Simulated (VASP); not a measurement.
# BaHf3O2: single point with PBE

BaHf3O2:

```
Ba Hf O
1.0
     6.51985    0.00000    0.00000
    -3.25992    5.64635    0.00000
     0.00000    0.00000    2.91754
Ba Hf O
1 3 2
Direct
  0.00000 0.00000 0.50000
  0.00000 0.50000 0.00000
  0.50000 0.00000 0.00000
  0.50000 0.50000 0.00000
  0.33333 0.66667 0.50000
  0.66667 0.33333 0.50000
```

- Program: VASP 6.6.1
- Task: single point
- Functional: PBE
- Potentials or basis: VASP PAW PBE potentials, release 64 (Ba_sv, Hf_pv, O)
- Cutoff: 520 eV
- k mesh: 6 × 6 × 12
- Occupations: gaussian, width 0.1 eV
- Spin: no spin polarisation

```json
{
 "Pressure": "-0.3 GPa",
 "Band gap on the k mesh": "zero (band 26 reaches 6.35 eV, above the bottom of band 27 at 4.61 eV)"
}
```

Stress tensor (GPa, compression positive):
```
-0.47  0.00  0.00
 0.00 -0.47  0.00
 0.00  0.00  0.16
```

Levels at points of the mesh, in eV from the Fermi level:
| k point | band 24 | band 25 | band 26 | band 27 | band 28 | band 29 |
| --- | --- | --- | --- | --- | --- | --- |
| (0.00, 0.00, 0.00) | -1.62 | -1.62 | -0.95 | -0.95 | 1.03 | 1.94 |
| (0.50, 0.00, 0.00) | -1.19 | -0.98 | -0.78 | 0.04 | 0.41 | 0.56 |
| (0.00, 0.00, 0.50) | -0.55 | -0.49 | -0.49 | -0.39 | -0.39 | 0.68 |
| (0.50, 0.00, 0.50) | -1.08 | -0.46 | 0.06 | 0.29 | 0.64 | 1.01 |

It took 77 s on 1 thread of Intel(R) Xeon(R) 6975P-C (Granite Rapids), with other jobs on the host, peak memory 0.33 GiB.

Caveat: spin-orbit coupling is left out, which moves the levels of the heavy elements.
